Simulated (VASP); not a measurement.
# Zr2C (P4/mmm) in VASP: a series of runs

Runs on Zr2C. Level: PBE. Tasks: single point, relaxation of cell and atoms.

Everything below comes from runs of VASP 6.6.1. Logs are shortened: lines on timing, memory, paths and dates and some standing lists are left out, and cuts for length are marked.

### 1 The cell of the first run

The structure is tetragonal, space group P4/mmm (No. 123). The conventional cell has a = 2.965 Å, b = 2.965 Å, c = 5.706 Å, α = 90.00°, β = 90.00°, γ = 90.00°. Within 3.3 Å of Zr (site symmetry 4mm) lie 4 C at 2.48 Å and 6 Zr at 2.65 to 3.05 Å. C (site symmetry 4/mmm) has 8 Zr at 2.48 Å and 4 C at 2.96 Å within 3.3 Å.

### 2 Single point, PBE

Input file INCAR:

```
PREC     = Accurate       # precision mode
ENCUT    = 520            # plane-wave cutoff, eV
EDIFF    = 1E-6           # SCF threshold, eV
ISMEAR   = 0              # smearing method
SIGMA    = 0.2            # smearing width, eV
LREAL    = F              # projectors in reciprocal space
LASPH    = T              # aspherical terms in the spheres
NELM     = 60             # most SCF steps
ALGO     = Normal         # electronic algorithm
ISIF     = 2              # what is computed and relaxed
LWAVE    = F              # write WAVECAR
LCHARG   = T              # write CHGCAR
GGA      = PE             # functional
LELF     = T              # ELF
LVHAR    = T            
NBANDS   = 21             # bands
```

Input file KPOINTS:

```
Automatic mesh
0
Gamma
  6 6 4
```

Input file POSCAR:

```
Zr2C
1.0
    2.9648193287      0.0000000000      0.0000000000
    0.0000000000      2.9648193287      0.0000000000
    0.0000000000      0.0000000000      5.7055542627
Zr C
2 1
Direct
    0.5000000000      0.5000000000      0.2673401949
    0.5000000000      0.5000000000      0.7326598051
    0.0000000000      0.0000000000      0.5000000000
```

Potentials or basis: VASP PAW PBE potentials, release 64 (Zr_sv, C).

Command:

```bash
cat potpaw_PBE.64/Zr_sv/POTCAR potpaw_PBE.64/C/POTCAR > POTCAR
mpirun -np 1 vasp_std > vasp.out
```

OUTCAR:

```text
PREC = Accurate
   ENCUT = 520
   EDIFF = 1E-6
   ISMEAR = 0
   LREAL = F
   LASPH = T
   NELM = 60
   ISIF = 2
   GGA = PE

 ion  position               nearest neighbor table
   1  0.500  0.500  0.267-   3 2.48   3 2.48   3 2.48   3 2.48   2 2.65   2 3.05
   2  0.500  0.500  0.733-   3 2.48   3 2.48   3 2.48   3 2.48   1 2.65   1 3.05
   3  0.000  0.000  0.500-   1 2.48   2 2.48   1 2.48   2 2.48   1 2.48   2 2.48   1 2.48   2 2.48

  LATTYP: Found a simple tetragonal cell.
 ALAT       =     2.9648193287
 C/A-ratio  =     1.9244188701

  Lattice vectors:

 A1 = (   2.9648193287,   0.0000000000,   0.0000000000)
 A2 = (   0.0000000000,   2.9648193287,   0.0000000000)
 A3 = (   0.0000000000,   0.0000000000,   5.7055542627)

Analysis of symmetry for initial positions (statically):
=====================================================================
 Subroutine PRICEL returns:
 Original cell was already a primitive cell.

 Routine SETGRP: Setting up the symmetry group for a
 simple tetragonal supercell.

 Subroutine GETGRP returns: Found 16 space group operations
 (whereof 16 operations were pure point group operations)
 out of a pool of 16 trial point group operations.

The static configuration has the point symmetry D_4h.

Analysis of symmetry for dynamics (positions and initial velocities):
=====================================================================
 Subroutine PRICEL returns:
 Original cell was already a primitive cell.

 Routine SETGRP: Setting up the symmetry group for a
 simple tetragonal supercell.

 Subroutine GETGRP returns: Found 16 space group operations
 (whereof 16 operations were pure point group operations)
 out of a pool of 16 trial point group operations.

The dynamic configuration has the point symmetry D_4h.

 Subroutine INISYM returns: Found 16 space group operations
 (whereof 16 operations are pure point group operations),
 and found     1 'primitive' translations

----------------------------------------------------------------------------------------

                                     Primitive cell

  volume of cell :      50.1527

  direct lattice vectors                    reciprocal lattice vectors
     2.964819329  0.000000000  0.000000000     0.337288681  0.000000000  0.000000000
     0.000000000  2.964819329  0.000000000     0.000000000  0.337288681  0.000000000
     0.000000000  0.000000000  5.705554263     0.000000000  0.000000000  0.175267810

  length of vectors
     2.964819329  2.964819329  5.705554263     0.337288681  0.337288681  0.175267810

  position of ions in fractional coordinates (direct lattice)
     0.500000000  0.500000000  0.267340195
     0.500000000  0.500000000  0.732659805
     0.000000000  0.000000000  0.500000000

  ion indices of the primitive-cell ions
   primitive index   ion index
                 1           1
                 2           2
                 3           3

----------------------------------------------------------------------------------------

 KPOINTS: Automatic mesh

Automatic generation of k-mesh.
 Grid dimensions read from file:
 generate k-points for:    6    6    4

 Generating k-lattice:

  Cartesian coordinates                     Fractional coordinates (reciprocal lattice)
     0.056214780  0.000000000  0.000000000     0.166666667  0.000000000  0.000000000
     0.000000000  0.056214780  0.000000000     0.000000000  0.166666667  0.000000000
     0.000000000  0.000000000  0.043816952     0.000000000  0.000000000  0.250000000

  Length of vectors
     0.056214780  0.056214780  0.043816952

  Shift w.r.t. Gamma in fractional coordinates (k-lattice)
     0.000000000  0.000000000  0.000000000

 Subroutine IBZKPT returns following result:
 ===========================================

 Found     30 irreducible k-points:

 Following reciprocal coordinates:
            Coordinates               Weight
  0.000000  0.000000  0.000000      1.000000
  0.166667  0.000000  0.000000      4.000000
  0.333333  0.000000  0.000000      4.000000
  0.500000  0.000000  0.000000      2.000000
  0.166667  0.166667  0.000000      4.000000
  0.333333  0.166667  0.000000      8.000000
[... 16 lines left out ...]
  0.333333  0.000000  0.500000      4.000000
  0.500000  0.000000  0.500000      2.000000
 [... further k-points ...]
   k-points           NKPTS =     30   k-points in BZ     NKDIM =     30   number of bands    NBANDS=     21
   number of dos      NEDOS =    301   number of ions     NIONS =      3
   total plane-waves  NPLWV =  24192
   dimension x,y,z NGX =    24 NGY =   24 NGZ =   42
   dimension x,y,z NGXF=    48 NGYF=   48 NGZF=   84
   ions per type =               2   1
   NGX,Y,Z   is equivalent  to a cutoff of  13.46, 13.46, 12.24 a.u.
   NGXF,Y,Z  is equivalent  to a cutoff of  26.91, 26.91, 24.48 a.u.
 SYSTEM =  unknown system
   PREC   = accura    normal or accurate (medium, high low for compatibility)
   ISTART =      0    job   : 0-new  1-cont  2-samecut
   ICHARG =      2    charge: 1-file 2-atom 10-const
   ISPIN  =      1    spin polarized calculation?
   LNONCOLLINEAR =      F non collinear calculations
   LSORBIT =      F    spin-orbit coupling
   LASPH  =      T    aspherical Exc in radial PAW
   ENCUT  =  520.0 eV  38.22 Ry    6.18 a.u.   5.51  5.51 10.61*2*pi/ulx,y,z
   NELM   =     60;   NELMIN=  2; NELMDL= -5     # of ELM steps
   EDIFF  = 0.1E-05   stopping-criterion for ELM
   LREAL  =      F    real-space projection
   EDIFFG = 0.1E-04   stopping-criterion for IOM
   NSW    =      0    number of steps for IOM
   IBRION =     -1    ionic relax: 0-MD 1-quasi-New 2-CG
   NFREE  =      0    steps in history (QN), initial steepest desc. (CG)
   ISIF   =      2    stress and relaxation
   ISYM   =      2    0-nonsym 1-usesym 2-fastsym
   POTIM  = 0.5000    time-step for ionic-motion
   TEBEG  =    0.0;   TEEND  =   0.0 temperature during run
   PSTRESS=    0.0 pullay stress
   NELECT =      28.0000    total number of electrons
   NUPDOWN=      -1.0000    fix difference up-down
   EMIN   =  10.00;   EMAX   =-10.00  energy-range for DOS
   EFERMI =   0.00;   METHOD = LEGACY
   ISMEAR =     0;   SIGMA  =   0.20  broadening in eV -4-tet -1-fermi 0-gaus
   EFERMI_NEDOS =   21; number of points for ismear=-14 and -15
   IALGO  =     38    algorithm
   IMIX   =      4    mixing-type and parameters
     AMIX     =   0.40;   BMIX     =  1.00
     AMIX_MAG =   1.60;   BMIX_MAG =  1.00
  volume/ion in A,a.u.               =      16.72       112.82
  Fermi-wavevector in a.u.,A,eV,Ry     =   1.348019  2.547387 24.723905  1.817156
  Thomas-Fermi vector in A             =   2.475722
   LORBIT       =      0    0 simple, 1 ext, 2 COOP (PROOUT), +10 PAW based schemes
   GGA     = PE    functional components
   LHFCALC =     F    Hartree Fock is set to
   AEXX    =    0.0000 exact exchange contribution
   IVDW    =     0    specifies the selected vdW correction
   LEPSILON=     F    determine dielectric tensor
   LRPA    =     F    only Hartree local field effects (RPA)
 non-spin polarized calculation
 Gauss-broadening in eV      SIGMA  =   0.20
  energy-cutoff  :      520.00
  volume of cell :       50.15
 maximum number of plane-waves:      1389
 NGX is ok and might be reduce to    24
   NGX = 11   NGY = 11   NGZ = 21

 number of electron      28.0000003 magnetization

 Free energy of the ion-electron system (eV)
  ---------------------------------------------------
  ext. energy  EPLUGINS =         0.00000000
  ---------------------------------------------------
  free energy    TOTEN  =       -25.51812996 eV

  energy without entropy =      -25.46157705  energy(sigma->0) =      -25.48985351

 E-fermi :   9.2251     XC(G=0): -11.4628

 val. band max:        9.2250561067   @ k =   0.1667   0.0000   0.0000
 cond. band min:       9.2400942334   @ k =   0.3333   0.0000   0.2500
 fundamental gap:      0.0150381267
 Fermi energy:         9.2250699985

 k-point     1 :       0.0000    0.0000    0.0000
  band No.  band energies     occupation
      1     -39.4946      2.00000
      2     -39.2666      2.00000
      3     -18.3379      2.00000
      4     -17.0408      2.00000
      5     -17.0408      2.00000
      6     -16.8551      2.00000
[... 13 lines left out ...]
     20      14.5353      0.00000
     21      14.6929      0.00000

 k-point     2 :       0.1667    0.0000    0.0000
  band No.  band energies     occupation
      1     -39.4643      2.00000
      2     -39.2381      2.00000
      3     -18.2923      2.00000
      4     -17.3379      2.00000
      5     -17.1202      2.00000
      6     -17.0133      2.00000
[... 13 lines left out ...]
     20      13.8151      0.00000
     21      14.8274      0.00000

 k-point     3 :       0.3333    0.0000    0.0000
  band No.  band energies     occupation
      1     -39.4032      2.00000
      2     -39.1805      2.00000
      3     -18.1995      2.00000
      4     -17.8943      2.00000
      5     -17.6221      2.00000
      6     -16.9578      2.00000
[... 13 lines left out ...]
     20      13.8236      0.00000
     21      14.9956      0.00000

 k-point     4 :       0.5000    0.0000    0.0000
  band No.  band energies     occupation
      1     -39.3722      2.00000
      2     -39.1513      2.00000
      3     -18.1599      2.00000
      4     -18.1488      2.00000
      5     -17.8607      2.00000
      6     -16.9298      2.00000
[... 13 lines left out ...]
     20      15.0830      0.00000
     21      15.2016      0.00000

 k-point     5 :       0.1667    0.1667    0.0000
  band No.  band energies     occupation
      1     -39.4344      2.00000
      2     -39.2099      2.00000
      3     -18.2480      2.00000
      4     -17.3242      2.00000
      5     -17.2844      2.00000
      6     -17.1066      2.00000
[... 13 lines left out ...]
     20      14.0900      0.00000
     21      14.1472      0.00000
[... 382 lines left out ...]
     20      14.2150      0.00000
     21      14.4025      0.00000

 k-point    22 :       0.1667    0.0000    0.5000
  band No.  band energies     occupation
      1     -39.4231      2.00000
      2     -39.2814      2.00000
      3     -17.9263      2.00000
      4     -17.2950      2.00000
      5     -17.1638      2.00000
      6     -17.0812      2.00000
[... 13 lines left out ...]
     20      13.6839      0.00000
     21      14.2000      0.00000

 k-point    23 :       0.3333    0.0000    0.5000
  band No.  band energies     occupation
      1     -39.3627      2.00000
      2     -39.2229      2.00000
      3     -17.8824      2.00000
      4     -17.8012      2.00000
      5     -17.6764      2.00000
      6     -17.0187      2.00000
[... 13 lines left out ...]
     20      13.3597      0.00000
     21      13.6102      0.00000

 k-point    24 :       0.5000    0.0000    0.5000
  band No.  band energies     occupation
      1     -39.3322      2.00000
      2     -39.1933      2.00000
      3     -18.1042      2.00000
      4     -17.9200      2.00000
      5     -17.7948      2.00000
      6     -16.9868      2.00000
[... 13 lines left out ...]
     20      13.7504      0.00000
     21      14.3082      0.00000

 [... further k-points ...]
[... 5 lines left out ...]
  --------------------------------------------------------------------------------------
  -------------------------------------------------------------------------------------
  Total        0.0435646      0.0435646      0.0241661      0.0000000     -0.0000000      0.0000000
  in kB        1.3917137      1.3917137      0.7720092      0.0000000     -0.0000000      0.0000000
  external PRESSURE =       1.1851455 kB  Pullay stress =       0.0000000 kB

 VOLUME and BASIS-vectors are now :
 -----------------------------------------------------------------------------
  energy-cutoff  :      520.00
  volume of cell :       50.15
      direct lattice vectors                 reciprocal lattice vectors
     2.964819329  0.000000000  0.000000000     0.337288681  0.000000000  0.000000000
     0.000000000  2.964819329  0.000000000     0.000000000  0.337288681  0.000000000
     0.000000000  0.000000000  5.705554263     0.000000000  0.000000000  0.175267810

 POSITION                                       TOTAL-FORCE (eV/Angst)
 -----------------------------------------------------------------------------------
      1.48241      1.48241      1.52532         0.000000     -0.000000      0.006088
      1.48241      1.48241      4.18023        -0.000000      0.000000     -0.006088
      0.00000      0.00000      2.85278         0.000000      0.000000      0.000000
 -----------------------------------------------------------------------------------
    total drift:                                0.000000     -0.000000     -0.000000

  FREE ENERGIE OF THE ION-ELECTRON SYSTEM (eV)
  ---------------------------------------------------
  free  energy   TOTEN  =       -25.5181299604 eV

  energy  without entropy=      -25.4615770526  energy(sigma->0) =      -25.48985351
```

Wall time 13 s (1 thread of Intel Xeon 6975P-C (Granite Rapids), shared host); peak memory 0.17 GiB.

Results:

```
Free energy            : -25.5181 eV
Pressure               : 0.1 GPa
Largest force          : 0.006 eV/Å
Band gap on the k mesh : zero (band 14 reaches 10.12 eV, above the bottom of band 15 at 8.32 eV)
```

Forces in eV/Å, atoms in the order of the input:
```
Zr   0.000  0.000  0.006
Zr   0.000  0.000 -0.006
C    0.000  0.000  0.000
```

### 3 Relaxation of cell and atoms, PBE

This run uses another cell than the first one, of 17.80 Å³/atom, 1.065 times its volume.

Input file INCAR:

```
PREC = Accurate ; ENCUT = 600
EDIFF = 1E-6 ; ISMEAR = 0
SIGMA = 0.2 ; LREAL = False
LASPH = True ; NELM = 60
ALGO = Normal ; ISIF = 3
LWAVE = False ; LCHARG = False
GGA = PE ; IBRION = 2
NSW = 36 ; EDIFFG = -0.08
```

KPOINTS is that of step 2.

Input file POSCAR:

```
Zr2C
1.0
    3.1564206900      0.0000000000      0.0000000000
    0.0000000000      3.1564206900      0.0000000000
    0.0000000000      0.0000000000      5.3592487100
Zr C
2 1
Direct
    0.5000000000      0.5000000000      0.2181228200
    0.5000000000      0.5000000000      0.7818771800
    0.0000000000      0.0000000000      0.5000000000
```

Potentials or basis: VASP PAW PBE potentials, release 64 (Zr_sv, C).

Command:

```bash
cat potpaw_PBE.64/Zr_sv/POTCAR potpaw_PBE.64/C/POTCAR > POTCAR
mpirun -np 1 vasp_std > vasp.out
```

Run time: 93 s. Hardware: 1 thread of Intel Xeon 6975P-C (Granite Rapids), shared host; peak memory 0.21 GiB.

Results (log left out):

```
Free energy                            : -25.5197 eV
Relaxed volume                         : 16.73 Å³/atom
Relaxed cell                           : a = 2.964 Å, b = 2.964 Å, c = 5.713 Å, α = 90.00°, β = 90.00°, γ = 90.00°
Space group after relaxing (to 0.05 Å) : P4/mmm (No. 123)
Energy gained by relaxing              : 622.4 meV/atom
Ionic steps                            : 8
Pressure after relaxing                : 0.0 GPa
Largest force after relaxing           : 0.026 eV/Å
Band gap on the k mesh                 : zero (band 14 reaches 10.11 eV, above the bottom of band 15 at 8.32 eV)
```

Forces on the atoms (eV/Å):
```
Zr   0.000  0.000  0.026
Zr   0.000  0.000 -0.026
C    0.000  0.000  0.000
```

Stress tensor (GPa, compression positive):
```
 0.19  0.00  0.00
 0.00  0.19  0.00
 0.00  0.00 -0.35
```

Step by step:
```csv
step,energy change (eV),largest force (eV/Å),pressure (GPa),volume (Å³)
1,0.0000,5.3365,-9.72,53.39
2,-1.6306,1.0609,16.64,45.30
3,-1.7325,0.6084,8.20,46.68
4,-1.8519,0.2943,-3.46,51.47
5,-1.8601,0.3363,-1.34,50.42
6,-1.8657,0.2204,0.75,50.06
7,-1.8670,0.0492,0.09,50.16
8,-1.8673,0.0264,0.01,50.19
```

Final structure:
```cif
data_structure
_symmetry_space_group_name_H-M 'P 1'
_symmetry_Int_Tables_number 1
_cell_length_a 2.9640
_cell_length_b 2.9640
_cell_length_c 5.7129
_cell_angle_alpha 90.000
_cell_angle_beta 90.000
_cell_angle_gamma 90.000
_cell_volume 50.19
loop_
_atom_site_label
_atom_site_type_symbol
_atom_site_fract_x
_atom_site_fract_y
_atom_site_fract_z
_atom_site_occupancy
Zr1 Zr 0.50000 0.50000 0.26738 1
Zr2 Zr 0.50000 0.50000 0.73262 1
C1 C 0.00000 0.00000 0.50000 1
```

Levels at points of the mesh, in eV from the Fermi level:
```
           k point  band 12  band 13  band 14  band 15  band 16  band 17
(0.00, 0.00, 0.00)    -1.98    -1.55    -0.90    -0.90    -0.76     4.87
(0.50, 0.00, 0.00)    -1.38    -1.07    -1.00    -0.45     1.61     2.32
(0.50, 0.50, 0.00)    -4.12    -0.63     0.76     1.80     1.80     3.28
(0.00, 0.00, 0.50)    -1.13    -1.09    -0.77    -0.70    -0.70     3.96
(0.50, 0.00, 0.50)    -1.37    -1.09    -0.95     0.29     1.34     1.53
(0.50, 0.50, 0.50)    -4.38     0.29     0.29     1.92     2.14     2.84
```

Caveat: the relaxation stopped at a loose force limit of 0.08 eV/Å, so its end isn't a converged minimum.
